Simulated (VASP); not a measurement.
A run of VASP 6.6.1 is set up as follows.

Contents of INCAR:

```
  ALGO = Normal
  EDIFF = 1E-6
  ENCUT = 600
  GGA = PE
  GGA_COMPAT = F
  ISIF = 2
  ISMEAR = -1
  LASPH = T
  LCHARG = F
  LREAL = F
  LWAVE = F
  NBANDS = 10
  NELM = 120
  PREC = Accurate
  SIGMA = 0.05
```

File KPOINTS:

```
k-points
0
Gamma
  10 10 10
```

POSCAR

```
Os
1.0
   -1.5457841597      1.5457841597      1.5457841597
    1.5457841597     -1.5457841597      1.5457841597
    1.5457841597      1.5457841597     -1.5457841597
Os
1
Direct
    0.0000000000      0.0000000000      0.0000000000
```

Potentials or basis: VASP PAW PBE potentials, release 64 (Os).

The run is started by

```bash
$ cat potpaw_PBE.64/Os/POTCAR > POTCAR
$ mpirun -np 1 vasp_std > vasp.out
```

Task: Predict the band gap on the k mesh.

Result: Zero (bands 4 and 5 overlap by 4.00 eV).

Task: What does it give for the pressure?

Result: 0.2 GPa.

Caveat: spin-orbit coupling is left out, which moves the levels of the heavy elements.
